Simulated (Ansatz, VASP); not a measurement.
**NaI: VASP beside Ansatz**

File INCAR:

```
PREC = Accurate
ENCUT = 520
EDIFF = 1E-6
ISMEAR = 0
SIGMA = 0.2
LREAL = F
LASPH = T
NELM = 100
ALGO = Normal
ISIF = 2
LWAVE = F
LCHARG = F
GGA = PE
NBANDS = 14
```

The input KPOINTS:

```
Automatic mesh
0
Gamma
  6 6 6
```

Contents of POSCAR:

```
NaI
1.0
    0.0000000000      3.2297205894      3.2297205894
    3.2297205894      0.0000000000      3.2297205894
    3.2297205894      3.2297205894      0.0000000000
Na I
1 1
Direct
    0.0000000000      0.0000000000      0.0000000000
    0.5000000000      0.5000000000      0.5000000000
```

Input for Ansatz:

```yaml
crystal:
  lattice:
    - [0.0, 3.2297205894, 3.2297205894]
    - [3.2297205894, 0.0, 3.2297205894]
    - [3.2297205894, 3.2297205894, 0.0]
  atoms:
    - { symbol: Na, position: [0.0, 0.0, 0.0] }
    - { symbol: I, position: [0.5, 0.5, 0.5] }
kpoints:
  mp_grid: { grid: [6, 6, 6] }
hamiltonian:
  xc: pbe
scf:
  occupations: { method: gaussian, width: 0.2 }
  n_extra_bands: 4
output:
  forces: true
  stress: true
  eigenvalues: true
```

Alike in both runs: task single point; functional PBE; k mesh 6 × 6 × 6; occupations gaussian, width 0.2 eV; no spin polarisation.

```csv
,VASP,Ansatz
version,VASP 6.6.1,Ansatz 0.2.0
potentials or method,"VASP PAW PBE potentials, release 64 (Na_pv, I)",plane waves
plane-wave cutoff (eV),520,420
valence electrons in the cell,14,26
```

```csv
,VASP,Ansatz,Ansatz less VASP
gap on the k mesh at the Fermi level (eV),3.66,3.66,+0.004
pressure (GPa),0.5,0.5,-0.01
```

The functional is the same, so the differences come from potentials, cutoffs and numerics. VASP's potentials hold 14 valence electrons a cell and Ansatz's 26, so a difference there can come from the potentials and not from the codes.

Spin-orbit coupling is off throughout.
